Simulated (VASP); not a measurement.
# GaCo (Pm-3m) in VASP: notebook, part 2 of 2

VASP 6.6.1. Earlier steps stand in the parts before.

**4. Electric field gradients, PBE, collinear spin, ferromagnetic start**

This run uses another cell than the first one, of 11.98 Å³/atom.

File INCAR:

```
ALGO = Normal
EDIFF = 1E-8
ENCUT = 520
GGA = PE
ISIF = 2
ISMEAR = -1
ISPIN = 2
LASPH = T
LCHARG = F
LEFG = T
LMAXMIX = 4
LORBIT = 11
LREAL = F
LWAVE = F
MAGMOM = 0 2
NBANDS = 22
NELM = 150
PREC = Accurate
SIGMA = 0.03
```

File KPOINTS:

```
k-points
0
Gamma
  11 11 11
```

File POSCAR:

```
GaCo
1.0
    2.8831000000      0.0000000000      0.0000000000
    0.0000000000      2.8831000000      0.0000000000
    0.0000000000      0.0000000000      2.8831000000
Ga Co
1 1
Direct
    0.5000000000      0.5000000000      0.5000000000
    0.0000000000      0.0000000000      0.0000000000
```

Potentials or basis: VASP PAW PBE potentials, release 64 (Ga_d, Co).

Launch:

```console
> cat potpaw_PBE.64/Ga_d/POTCAR potpaw_PBE.64/Co/POTCAR > POTCAR
> mpirun -np 1 vasp_std > vasp.out
```

OUTCAR:

```text
EDIFF = 1E-8
   ENCUT = 520
   GGA = PE
   ISIF = 2
   ISMEAR = -1
   ISPIN = 2
   LASPH = T
   LORBIT = 11
   LREAL = F
   NELM = 150
   PREC = Accurate

 ion  position               nearest neighbor table
   1  0.500  0.500  0.500-   2 2.50   2 2.50   2 2.50   2 2.50   2 2.50   2 2.50   2 2.50   2 2.50

   2  0.000  0.000  0.000-   1 2.50   1 2.50   1 2.50   1 2.50   1 2.50   1 2.50   1 2.50   1 2.50

  LATTYP: Found a simple cubic cell.
 ALAT       =     2.8831000000

  Lattice vectors:

 A1 = (   2.8831000000,   0.0000000000,   0.0000000000)
 A2 = (   0.0000000000,   2.8831000000,   0.0000000000)
 A3 = (   0.0000000000,   0.0000000000,   2.8831000000)

Analysis of symmetry for initial positions (statically):
=====================================================================
 Subroutine PRICEL returns:
 Original cell was already a primitive cell.

 Routine SETGRP: Setting up the symmetry group for a
 simple cubic supercell.

 Subroutine GETGRP returns: Found 48 space group operations
 (whereof 48 operations were pure point group operations)
 out of a pool of 48 trial point group operations.

The static configuration has the point symmetry O_h .

Analysis of symmetry for dynamics (positions and initial velocities):
=====================================================================
 Subroutine PRICEL returns:
 Original cell was already a primitive cell.

 Routine SETGRP: Setting up the symmetry group for a
 simple cubic supercell.

 Subroutine GETGRP returns: Found 48 space group operations
 (whereof 48 operations were pure point group operations)
 out of a pool of 48 trial point group operations.

The dynamic configuration has the point symmetry O_h .

Analysis of structural, dynamic, and magnetic symmetry:
=====================================================================
 Subroutine PRICEL returns:
 Original cell was already a primitive cell.

 Routine SETGRP: Setting up the symmetry group for a
 simple cubic supercell.

 Subroutine GETGRP returns: Found 48 space group operations
 (whereof 48 operations were pure point group operations)
 out of a pool of 48 trial point group operations.

The overall configuration has the point symmetry O_h .

 Subroutine INISYM returns: Found 48 space group operations
 (whereof 48 operations are pure point group operations),
 and found     1 'primitive' translations

----------------------------------------------------------------------------------------

                                     Primitive cell

  volume of cell :      23.9651

  direct lattice vectors                    reciprocal lattice vectors
     2.883100000  0.000000000  0.000000000     0.346848878  0.000000000  0.000000000
     0.000000000  2.883100000  0.000000000     0.000000000  0.346848878  0.000000000
     0.000000000  0.000000000  2.883100000     0.000000000  0.000000000  0.346848878

  length of vectors
     2.883100000  2.883100000  2.883100000     0.346848878  0.346848878  0.346848878

  position of ions in fractional coordinates (direct lattice)
     0.500000000  0.500000000  0.500000000
[... 110 lines left out ...]
  energy-cutoff  :      520.00
  volume of cell :       23.97
 maximum number of plane-waves:       661
 NGX is ok and might be reduce to    24
   NGX = 11   NGY = 11   NGZ = 11

 number of electron      22.0000019 magnetization       0.0005332

 number of electron      22.0000019 magnetization      -0.0000873

 Free energy of the ion-electron system (eV)
  ---------------------------------------------------
  ext. energy  EPLUGINS =         0.00000000
  ---------------------------------------------------
  free energy    TOTEN  =       -10.48036086 eV

  energy without entropy =      -10.47667898  energy(sigma->0) =      -10.47851992

 E-fermi :   9.7322     XC(G=0): -13.1592

 val. band max:        9.6719436735   @ k =   0.4545   0.3636   0.0000
 cond. band min:       9.7535388454   @ k =   0.4545   0.3636   0.0909
 fundamental gap:      0.0815951719
 Fermi energy:         9.7322124976

 spin component 1

 k-point     1 :       0.0000    0.0000    0.0000
  band No.  band energies     occupation
      1      -5.4490      1.00000
      2      -5.4490      1.00000
      3      -5.1075      1.00000
      4      -5.1075      1.00000
      5      -5.1075      1.00000
      6      -2.3167      1.00000
[... 589 lines left out ...]
     21      30.3196      0.00000
     22      32.6412      0.00000

 [... further k-points ...]

 spin component 2

 k-point     1 :       0.0000    0.0000    0.0000
  band No.  band energies     occupation
      1      -5.4490      1.00000
      2      -5.4490      1.00000
      3      -5.1075      1.00000
      4      -5.1075      1.00000
      5      -5.1075      1.00000
      6      -2.3167      1.00000
[... 589 lines left out ...]
     21      30.3196      0.00000
     22      32.6412      0.00000

 [... further k-points ...]

------------------------ aborting loop because EDIFF is reached ----------------------------------------

  FORCE on cell =-STRESS in cart. coord.  units (eV):
  Direction    XX          YY          ZZ          XY          YZ          ZX
  --------------------------------------------------------------------------------------
  -------------------------------------------------------------------------------------
  Total       -0.0113213     -0.0113213     -0.0113213      0.0000000      0.0000000     -0.0000000
  in kB       -0.7568826     -0.7568826     -0.7568826      0.0000000      0.0000000     -0.0000000
  external PRESSURE =      -0.7568826 kB  Pullay stress =       0.0000000 kB

 VOLUME and BASIS-vectors are now :
 -----------------------------------------------------------------------------
  energy-cutoff  :      520.00
  volume of cell :       23.97
      direct lattice vectors                 reciprocal lattice vectors
     2.883100000  0.000000000  0.000000000     0.346848878  0.000000000  0.000000000
     0.000000000  2.883100000  0.000000000     0.000000000  0.346848878  0.000000000
     0.000000000  0.000000000  2.883100000     0.000000000  0.000000000  0.346848878

 POSITION                                       TOTAL-FORCE (eV/Angst)
 -----------------------------------------------------------------------------------
      1.44155      1.44155      1.44155         0.000000      0.000000      0.000000
      0.00000      0.00000      0.00000         0.000000      0.000000      0.000000
 -----------------------------------------------------------------------------------
    total drift:                                0.000000      0.000000     -0.000000

  FREE ENERGIE OF THE ION-ELECTRON SYSTEM (eV)
  ---------------------------------------------------
  free  energy   TOTEN  =       -10.4803608598 eV

  energy  without entropy=      -10.4766789772  energy(sigma->0) =      -10.47851992

 Electric field gradients (V/A^2)
---------------------------------------------------------------------
 ion       V_xx      V_yy      V_zz      V_xy      V_xz      V_yz
---------------------------------------------------------------------
   1      -0.000    -0.000     0.000    -0.000    -0.000     0.000
   2      -0.000    -0.000    -0.000     0.000     0.000    -0.000
---------------------------------------------------------------------

 Electric field gradients after diagonalization (V/A^2)
 (convention: |V_zz| > |V_xx| > |V_yy|)
----------------------------------------------------------------------
 ion       V_xx      V_yy      V_zz     asymmetry (V_yy - V_xx)/ V_zz
----------------------------------------------------------------------
   1      -0.000    -0.000     0.000       0.440
   2      -0.000     0.000    -0.000      -0.066
----------------------------------------------------------------------

           NMR quadrupolar parameters

 Cq : quadrupolar parameter    Cq=e*Q*V_zz/h
 eta: asymmetry parameters     (V_yy - V_xx)/ V_zz
 Q  : nuclear electric quadrupole moment in mb (millibarn)
----------------------------------------------------------------------
 ion       Cq(MHz)       eta       Q (mb)
----------------------------------------------------------------------
   1       0.000       0.440       1.000
   2      -0.000      -0.066       1.000
----------------------------------------------------------------------

 total charge

# of ion       s       p       d       tot
------------------------------------------
    1        0.846   0.881  10.051  11.778
    2        0.385   0.450   7.509   8.343
--------------------------------------------------
tot          1.232   1.330  17.559  20.121

 magnetization (x)

# of ion       s       p       d       tot
------------------------------------------
    1        0.000   0.000   0.000   0.000
    2       -0.000   0.000  -0.000  -0.000
--------------------------------------------------
tot          0.000   0.000  -0.000  -0.000
```

Wall time 2.3 min (1 thread of Intel Xeon 8259CL, shared host); peak memory 0.18 GiB.

Results:

* Free energy: -10.4804 eV
* Pressure: -0.1 GPa
* Band gap on the k mesh: zero (filled and empty bands overlap)
* Net moment: 0.00 μB per cell
* Largest electric field gradient by atom: zero within the noise of the run
* Valence electrons inside the program's atomic spheres: Ga 11.78; Co 8.34

Levels at points of the mesh, in eV from the Fermi level:
Spin up:
```csv
k point,band 9,band 10,band 11,band 12,band 13,band 14
"(0.00, 0.00, 0.00)",-0.75,-0.75,-0.75,5.17,5.17,5.17
```
Spin down:
```
           k point  band 9  band 10  band 11  band 12  band 13  band 14
(0.00, 0.00, 0.00)   -0.75    -0.75    -0.75     5.17     5.17     5.17
```
